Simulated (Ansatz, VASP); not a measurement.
# One calculation of HfN, two programs

The input POSCAR:

```
HfN
1.0
    0.0000000000      2.4710795731      2.4710795731
    2.4710795731      0.0000000000      2.4710795731
    2.4710795731      2.4710795731      0.0000000000
Hf N
1 1
Direct
    0.0000000000      0.0000000000      0.0000000000
    0.2500000000      0.2500000000      0.2500000000
```

File INCAR.step1:

```
ALGO = Normal
EDIFF = 1E-4
ENCUT = 520
GGA = PE
ISMEAR = -1
LASPH = True
LCHARG = False
LREAL = False
LWAVE = True
NBANDS = 14
NELM = 100
PREC = Accurate
SIGMA = 0.05
```

INCAR.step2

```
ALGO = Normal
EDIFF = 1E-6
ENCUT = 520
ISIF = 2
ISMEAR = -1
ISTART = 1
LASPH = True
LCHARG = False
LMIXTAU = True
LREAL = False
LWAVE = False
METAGGA = R2SCAN
NBANDS = 14
NELM = 100
PREC = Accurate
SIGMA = 0.05
```

File KPOINTS:

```
k-points
0
Gamma
  9 9 9
```

input.yaml

```yaml
crystal:
  lattice:
    - [0.0, 2.4710795731, 2.4710795731]
    - [2.4710795731, 0.0, 2.4710795731]
    - [2.4710795731, 2.4710795731, 0.0]
  atoms:
    - { symbol: Hf, position: [0.0, 0.0, 0.0] }
    - { symbol: "N", position: [0.25, 0.25, 0.25] }
hamiltonian:
  xc: r2scan
  pseudopotentials: { kind: paw }
kpoints:
  mp_grid: { grid: [9, 9, 9] }
scf:
  occupations: { method: fermi_dirac, width: 0.05 }
output:
  forces: true
  stress: true
  eigenvalues: true
```

Alike in both runs: task single point; functional r2SCAN; k mesh 9 × 9 × 9; occupations fermi-dirac, width 0.05 eV; no spin polarisation.

```csv
,VASP,Ansatz
version,VASP 6.6.1,Ansatz 0.2.0
potentials or method,"VASP PAW PBE potentials, release 64 (Hf_pv, N)",Ansatz PAW
plane-wave cutoff (eV),520,500
valence electrons in the cell,15,31
```

VASP gave:

```
gap on the k mesh at the Fermi level (eV) : none
pressure (GPa)                            : -7.3
```

Q: Estimate Ansatz's values.

A: gap on the k mesh at the Fermi level (eV): none; pressure (GPa): -5.9.

VASP's potentials were made for PBE, not for r2SCAN. A gap of «none» marks a metal or a gap that the smearing closes. VASP's potentials hold 15 valence electrons a cell and Ansatz's 31, so a difference there can come from the potentials and not from the codes.

Neither program's run includes spin-orbit coupling.
